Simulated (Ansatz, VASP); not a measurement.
Y: VASP beside Ansatz

```xyz
1
Lattice="0.0000 2.3856 2.6838 2.3856 0.0000 2.6838 2.3856 2.3856 0.0000" Properties=species:S:1:pos:R:3 pbc="T T T"
Y     0.0000    0.0000    0.0000
```

Change from the starting cell: strain -0.040 along x and y, +0.080 along z, atoms carried along.

Alike in both runs: task single point; functional PBEsol; k mesh 16 × 16 × 16; occupations gaussian, width 0.15 eV; no spin polarisation.

|  | VASP | Ansatz |
| --- | --- | --- |
| version | VASP 6.6.1 | Ansatz 0.2.0 |
| potentials or method | VASP PAW PBE potentials, release 64 (Y_sv), cutoff 520 eV | scalar-relativistic, plane waves, PAW |
| valence electrons in the cell | 11 | 11 |

|  | VASP | Ansatz | Ansatz less VASP |
| --- | --- | --- | --- |
| gap on the k mesh at the Fermi level (eV) | none | none | - |
| pressure (GPa) | 0.2 | 0.4 | +0.14 |
| traceless stress, the component that is largest in VASP (GPa) | -2.69 | -2.67 | +0.027 |

VASP's potentials were made for PBE, not for PBEsol. A gap of «none» marks a metal or a gap that the smearing closes. The functional is the same, so the differences come from potentials, cutoffs and numerics.
